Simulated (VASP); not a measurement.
WS2 (Tungstenite), 6 atoms in the cell. Symmetry: P6_3/mmc, No. 194, hexagonal system. The conventional cell has a = 3.154 Å, b = 3.154 Å, c = 12.143 Å, α = 90.00°, β = 90.00°, γ = 120.00°. W (site symmetry -6m2) has 6 S at 2.41 Å and 6 W at 3.15 Å within 3.2 Å. Within 3.2 Å of S (site symmetry 3m) lie 3 W at 2.41 Å and 7 S at 3.15 Å. 

* Program: VASP 6.6.1
* Task: single point
* Functional: PBE
* Dispersion: D3(BJ)
* Potentials or basis: VASP PAW PBE potentials, release 64 (W_sv, S)
* Cutoff: 520 eV
* k mesh: 12 × 12 × 4
* Occupations: gaussian, width 0.02 eV
* Spin: no spin polarisation
* Dipole correction: no
* Further INCAR settings: ALGO = Normal; EDIFF = 1e-06; NBANDS = 35

Potentials or basis: VASP PAW PBE potentials, release 64 (W_sv, S).

The run is started by

```console
$ cat potpaw_PBE.64/W_sv/POTCAR potpaw_PBE.64/S/POTCAR > POTCAR
$ mpirun -np 1 vasp_std > vasp.out
```

Hardware: 1 thread of Intel(R) Xeon(R) Platinum 8175M CPU @ 2.50GHz (Skylake/Cascade Lake) (shared host).

How long does it take, and how much memory?

Run time: 2.9 min on 1 thread of Intel(R) Xeon(R) Platinum 8175M CPU @ 2.50GHz (Skylake/Cascade Lake), on a shared host, peak memory 0.32 GiB. Counts: scf iterations 16, k points 57.
